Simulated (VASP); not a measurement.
MgBe2SeS2: single point with PBE

The system is MgBe2SeS2.

```
Mg Be Se S
1.0
     4.67761    0.00000    0.00000
    -2.33881    4.05093    0.00000
     0.00000    0.00000    5.05871
Mg Be Se S
1 2 1 2
Cartesian
  0.0000 0.0000 2.5294
  2.3388 1.3503 2.5294
  0.0000 0.0000 0.0000
  0.0000 2.7006 0.0000
  0.0000 2.7006 2.5294
  2.3388 1.3503 0.0000
```

```yaml
Program: VASP 6.6.1
Task: single point
Functional: PBE
Potentials_or_basis: VASP PAW PBE potentials, release 64 (Mg, Be, Se, S)
Cutoff: 520 eV
k_mesh: 6 × 6 × 4
Occupations: gaussian, width 0.1 eV
Spin: no spin polarisation
```

```json
{
 "Pressure": "0.1 GPa",
 "Band gap on the k mesh": "zero (band 12 reaches 6.33 eV, above the bottom of band 13 at 4.74 eV)"
}
```

Stress tensor (GPa, compression positive):
```
0.03 0.00 0.00
0.00 0.03 0.00
0.00 0.00 0.33
```

Levels at points of the mesh, in eV from the Fermi level:
```csv
k point,band 8,band 9,band 10,band 11,band 12,band 13,band 14,band 15,band 16,band 17
"(0.00, 0.00, 0.00)",-3.81,-3.69,-2.97,-2.46,-2.46,-0.15,1.38,1.38,1.44,3.77
"(0.50, 0.00, 0.00)",-4.56,-3.84,-1.01,-0.63,-0.18,0.38,0.80,3.35,3.37,3.47
"(0.00, 0.00, 0.50)",-4.37,-2.89,-2.80,-2.80,-2.20,-1.15,-0.27,0.22,0.22,3.00
"(0.50, 0.00, 0.50)",-3.76,-2.68,-2.02,-0.84,-0.78,0.49,1.03,2.57,2.62,2.95
```

Run time: 23 s on 1 thread of Intel(R) Xeon(R) Platinum 8488C (Sapphire Rapids), on a shared host, peak memory 0.24 GiB.
